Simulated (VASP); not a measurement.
# WS2 in VASP: notebook, part 2 of 2

VASP 6.6.1. The steps go on from the part before.

### 3 Single point, PBE+D3(BJ) (layers slid over each other)

INCAR

```
SYSTEM = WS2
PREC     = Accurate       ! precision mode
ENCUT    = 520            ! plane-wave cutoff, eV
EDIFF    = 1E-6           ! SCF threshold, eV
ISMEAR   = 0              ! smearing method
SIGMA    = 0.05           ! smearing width, eV
LREAL    = .False.        ! projectors in reciprocal space
LASPH    = .True.         ! aspherical terms in the spheres
NELM     = 80             ! most SCF steps
ALGO     = Normal         ! electronic algorithm
ISIF     = 2              ! what is computed and relaxed
LWAVE    = .False.        ! write WAVECAR
LCHARG   = .True.         ! write CHGCAR
LDIPOL   = .True.       
IDIPOL   = 3            
DIPOL    = 0.5 0.5 0.394
GGA      = PE             ! functional
IVDW     = 12             ! dispersion correction
LELF     = .True.         ! ELF
LVHAR    = .True.       
LVACPOTAV= .True.       
NBANDS   = 35             ! bands
```

KPOINTS

```
regular mesh
0
Gamma
  9 9 1
  0 0 0
```

POSCAR

```
WS2
1.0
    3.1595456682      0.0000000000      0.0000000000
   -1.5797728341      2.7362468131      0.0000000000
    0.0000000000      0.0000000000     23.8042574330
S W
4 2
Direct
    0.3333333333      0.6666666667      0.1890418137
    0.3333333333      0.6666666667      0.3214605092
    0.6666666667      1.3333333333      0.4659724735
    0.6666666667      1.3333333333      0.5983911690
    0.6666666667      0.3333333333      0.2552511584
    0.3333333333      1.6666666667      0.5321818182
```

Potentials or basis: VASP PAW PBE potentials, release 64 (S, W_sv).

On the command line:

```bash
cat potpaw_PBE.64/S/POTCAR potpaw_PBE.64/W_sv/POTCAR > POTCAR
mpirun -np 1 vasp_std > vasp.out
```

OUTCAR:

```text
SYSTEM = WS2
   PREC = Accurate
   ENCUT = 520
   EDIFF = 1E-6
   ISMEAR = 0
   LREAL = .False.
   LASPH = .True.
   NELM = 80
   ISIF = 2
   GGA = PE
   IVDW = 12
 IVDW          = 12

 ion  position               nearest neighbor table
   1  0.333  0.667  0.189-   5 2.41   5 2.41   5 2.41
   2  0.333  0.667  0.321-   5 2.41   5 2.41   5 2.41
   3  0.667  0.333  0.466-   6 2.41   6 2.41   6 2.41
   4  0.667  0.333  0.598-   6 2.41   6 2.41   6 2.41
   5  0.667  0.333  0.255-   1 2.41   1 2.41   1 2.41   2 2.41   2 2.41   2 2.41
   6  0.333  0.667  0.532-   3 2.41   3 2.41   3 2.41   4 2.41   4 2.41   4 2.41

  LATTYP: Found a hexagonal cell.
 ALAT       =     3.1595456682
 C/A-ratio  =     7.5340760770

  Lattice vectors:

 A1 = (   3.1595456682,   0.0000000000,   0.0000000000)
 A2 = (  -1.5797728341,   2.7362468131,   0.0000000000)
 A3 = (   0.0000000000,   0.0000000000,  23.8042574330)

Analysis of symmetry for initial positions (statically):
=====================================================================
 Subroutine PRICEL returns:
 Original cell was already a primitive cell.

 Routine SETGRP: Setting up the symmetry group for a
 hexagonal supercell.

 Subroutine GETGRP returns: Found 12 space group operations
 (whereof  6 operations were pure point group operations)
 out of a pool of 24 trial point group operations.

The static configuration has the point symmetry C_3v.
 The point group associated with its full space group is D_3d.

Analysis of symmetry for dynamics (positions and initial velocities):
=====================================================================
 Subroutine PRICEL returns:
 Original cell was already a primitive cell.

 Routine SETGRP: Setting up the symmetry group for a
 hexagonal supercell.

 Subroutine GETGRP returns: Found 12 space group operations
 (whereof  6 operations were pure point group operations)
 out of a pool of 24 trial point group operations.

The dynamic configuration has the point symmetry C_3v.
[... 121 lines left out ...]
   LHFCALC =     F    Hartree Fock is set to
   AEXX    =    0.0000 exact exchange contribution
   IVDW    =    12    specifies the selected vdW correction
   LEPSILON=     F    determine dielectric tensor
   LRPA    =     F    only Hartree local field effects (RPA)
 non-spin polarized calculation
 Gauss-broadening in eV      SIGMA  =   0.05
  energy-cutoff  :      520.00
  volume of cell :      205.79
 maximum number of plane-waves:      5566
 NGX is ok and might be reduce to    24
   NGX = 11   NGY = 11   NGZ = 89

 dipolmoment           0.000000      0.000000      0.000045 electrons x Angstroem

 number of electron      51.9999994 magnetization

 dipolmoment           0.000000      0.000000     -0.000009 electrons x Angstroem

 Free energy of the ion-electron system (eV)
  ---------------------------------------------------
  ext. energy  EPLUGINS =         0.00000000
  ---------------------------------------------------
  free energy    TOTEN  =       -47.32543461 eV

  energy without entropy =      -47.32543461  energy(sigma->0) =      -47.32543461

 E-fermi :   1.3524     XC(G=0):  -6.1664

 val. band max:        0.9745617224   @ k =   0.0000   0.0000   0.0000
 cond. band min:       2.7345718130   @ k =   0.3333   0.3333   0.0000
 fundamental gap:      1.7600100905
 Fermi energy:         1.3523618994

 k-point     1 :       0.0000    0.0000    0.0000
  band No.  band energies     occupation
      1     -73.1954      2.00000
      2     -73.1954      2.00000
      3     -37.4471      2.00000
      4     -37.4470      2.00000
      5     -37.2730      2.00000
      6     -37.2730      2.00000
[... 445 lines left out ...]
     34       6.4188      0.00000
     35       7.5091      0.00000

------------------------ aborting loop because EDIFF is reached ----------------------------------------

 Edisp (eV)   -2.11536

 E8    (eV) :    -0.9186

  FORCE on cell =-STRESS in cart. coord.  units (eV):
  Direction    XX          YY          ZZ          XY          YZ          ZX
  --------------------------------------------------------------------------------------
  -------------------------------------------------------------------------------------
  Total      -0.23361    -0.23361    -0.69674     0.00000    -0.00000    -0.00000
  in kB      -1.81876    -1.81876    -5.42432     0.00000    -0.00000    -0.00000
  external pressure =       -3.02 kB  Pullay stress =        0.00 kB

 VOLUME and BASIS-vectors are now :
 -----------------------------------------------------------------------------
  energy-cutoff  :      520.00
  volume of cell :      205.79
      direct lattice vectors                 reciprocal lattice vectors
     3.159545668  0.000000000  0.000000000     0.316501201  0.182732054  0.000000000
    -1.579772834  2.736246813  0.000000000     0.000000000  0.365464108  0.000000000
     0.000000000  0.000000000 23.804257433     0.000000000  0.000000000  0.042009292

 POSITION                                       TOTAL-FORCE (eV/Angst)
 -----------------------------------------------------------------------------------
     -0.00000      1.82416      4.50000        -0.000000     -0.000000      0.006187
     -0.00000      1.82416      7.65213         0.000000      0.000000      0.073123
      1.57977      0.91208     11.09213        -0.000000     -0.000000     -0.073123
      1.57977      0.91208     14.24426         0.000000     -0.000000     -0.006187
      1.57977      0.91208      6.07606        -0.000000      0.000000      0.046349
     -0.00000      1.82416     12.66819         0.000000     -0.000000     -0.046349
 -----------------------------------------------------------------------------------
    total drift:                                0.000000      0.000000     -0.000661

  FREE ENERGIE OF THE ION-ELECTRON SYSTEM (eV)
  ---------------------------------------------------
  free  energy   TOTEN  =       -49.4407946637 eV

  energy  without entropy=      -49.4407946637  energy(sigma->0) =      -49.44079466

 vacuum level on the upper side and lower side of the slab         6.466         6.466
```

OSZICAR:

```text
N       E                     dE             d eps       ncg     rms          rms(c)
DAV:   1     0.482455124467E+03    0.48246E+03   -0.27770E+04   984   0.132E+03
DAV:   2    -0.171449497790E+02   -0.49960E+03   -0.48465E+03  1060   0.344E+02
DAV:   3    -0.490222316120E+02   -0.31877E+02   -0.31472E+02  1048   0.847E+01
[... 14 lines left out ...]
DAV:  18    -0.473253840398E+02   -0.27981E-04   -0.21463E-06   748   0.496E-03    0.534E-03
DAV:  19    -0.473254166581E+02   -0.32618E-04   -0.13964E-06   708   0.463E-03    0.455E-03
DAV:  20    -0.473254251122E+02   -0.84542E-05   -0.40012E-07   709   0.214E-03    0.202E-03
DAV:  21    -0.473254338388E+02   -0.87265E-05   -0.63424E-07   695   0.221E-03    0.163E-03
DAV:  22    -0.473254346140E+02   -0.77518E-06   -0.55346E-08   556   0.108E-03
   1 F= -.49440795E+02 E0= -.49440795E+02  d E =-.558024E-28
```

stdout:

```text
POSCAR found type information on POSCAR S W
 POSCAR found :  2 types and       6 ions
 scaLAPACK will be used
 LDA part: xc-table for (Slater+PW92), standard interpolation
 POSCAR, INCAR and KPOINTS ok, starting setup
 FFT: planning ... GRIDC
 FFT: planning ... GRID_SOFT
 FFT: planning ... GRID
 WAVECAR not read
 entering main loop
 -----------------------------------------------------------------------------
|                                                                             |
|           W    W    AA    RRRRR   N    N  II  N    N   GGGG   !!!           |
|           W    W   A  A   R    R  NN   N  II  NN   N  G    G  !!!           |
|           W    W  A    A  R    R  N N  N  II  N N  N  G       !!!           |
|           W WW W  AAAAAA  RRRRR   N  N N  II  N  N N  G  GGG   !            |
|           WW  WW  A    A  R   R   N   NN  II  N   NN  G    G                |
|           W    W  A    A  R    R  N    N  II  N    N   GGGG   !!!           |
|                                                                             |
|     Did not find any points to average over, which means that no vacuum     |
|     field-free region was found. Please increase the size of  your cell     |
|     in the dimension of the dipole correction to obtain accurate            |
|     workfunction values.                                                    |
|                                                                             |
 -----------------------------------------------------------------------------
```

Wall time 4.1 min (1 thread of AMD EPYC 7R13, shared host); peak memory 0.31 GiB.

What came out:

```
Free energy                : -49.4408 eV
Largest force              : 0.073 eV/Å
Band gap on the k mesh     : 1.76 eV (least direct gap 1.90 eV)
Dispersion energy per atom : -0.353 eV
```

Forces in eV/Å, atoms in the order of the input:
```
S    0.000  0.000  0.006
S    0.000  0.000  0.073
S    0.000  0.000 -0.073
S    0.000  0.000 -0.006
W    0.000  0.000  0.046
W    0.000  0.000 -0.046
```

Levels at points of the mesh, in eV from the valence-band top:
```tsv
k point	band 24	band 25	band 26	band 27	band 28	band 29
(0.00, 0.00, 0.00)	-1.73	-0.47	0.00	2.77	2.77	2.77
```

Caveat: the cell differs from its parent crystal (layers slid over each other); spin-orbit coupling is left out, which moves the levels of the heavy elements.

### 4 Single point, PBE+D3(BJ) (layers slid over each other)

INCAR

```
PREC = Accurate
ENCUT = 520
EDIFF = 1E-6
ISMEAR = 0
SIGMA = 0.05
LREAL = F
LASPH = T
NELM = 60
ALGO = Normal
ISIF = 2
LWAVE = F
LCHARG = T
LDIPOL = T
IDIPOL = 3
DIPOL = 0.5 0.5 0.394
GGA = PE
IVDW = 12
LELF = T
LVHAR = T
LVACPOTAV = T
NBANDS = 35
```

KPOINTS

```
regular mesh
0
Gamma
  9 9 1
```

POSCAR

```
WS2
1.0
    3.1595456682      0.0000000000      0.0000000000
   -1.5797728341      2.7362468131      0.0000000000
    0.0000000000      0.0000000000     23.8042574330
S W
4 2
Direct
    0.3333333333      0.6666666667      0.1890418137
    0.3333333333      0.6666666667      0.3214605092
    1.0000000000      1.0000000000      0.4659724735
    1.0000000000      1.0000000000      0.5983911690
    0.6666666667      0.3333333333      0.2552511584
    0.6666666667      1.3333333333      0.5321818182
```

On the command line:

```bash
cat potpaw_PBE.64/S/POTCAR potpaw_PBE.64/W_sv/POTCAR > POTCAR
mpirun -np 1 vasp_std > vasp.out
```

It took 3.7 min on 1 thread of AMD EPYC 7R13, shared host; peak memory 0.31 GiB.

It converged, with:

```
Free energy                : -49.4322 eV
Largest force              : 0.053 eV/Å
Band gap on the k mesh     : 1.75 eV (least direct gap 1.92 eV)
Dispersion energy per atom : -0.353 eV
```

Forces on the atoms (eV/Å):
```
S    0.000  0.000  0.004
S    0.000  0.000  0.048
S    0.000  0.000 -0.048
S    0.000  0.000 -0.004
W    0.000  0.000  0.053
W    0.000  0.000 -0.053
```

Levels at points of the mesh, in eV from the valence-band top:
```csv
k point,band 23,band 24,band 25,band 26,band 27,band 28,band 29,band 30
"(0.00, 0.00, 0.00)",-1.74,-1.74,-0.48,0.00,2.74,2.74,2.78,2.78
```

Caveat: the cell differs from its parent crystal (layers slid over each other); spin-orbit coupling is left out, which moves the levels of the heavy elements.

### 5 The runs side by side

| cell | gap on the mesh (eV) | largest force (eV/Å) |
| --- | --- | --- |
| as given, atomic positions A | 1.71 | 0.05 |
| as given, atomic positions B | 1.76 | 0.07 |
| as given, atomic positions C | 1.75 | 0.05 |

Alike in all rows: task single point; level PBE+D3(BJ); potentials or basis VASP PAW PBE potentials, release 64 (S, W_sv); no spin polarisation; k mesh 9 × 9 × 1; cutoff (eV) 520; smearing gaussian 0.05 eV.

Caveats: spin-orbit coupling is left out, which moves the levels of the heavy elements.

Absolute energies hang on the potentials; compare differences alone.
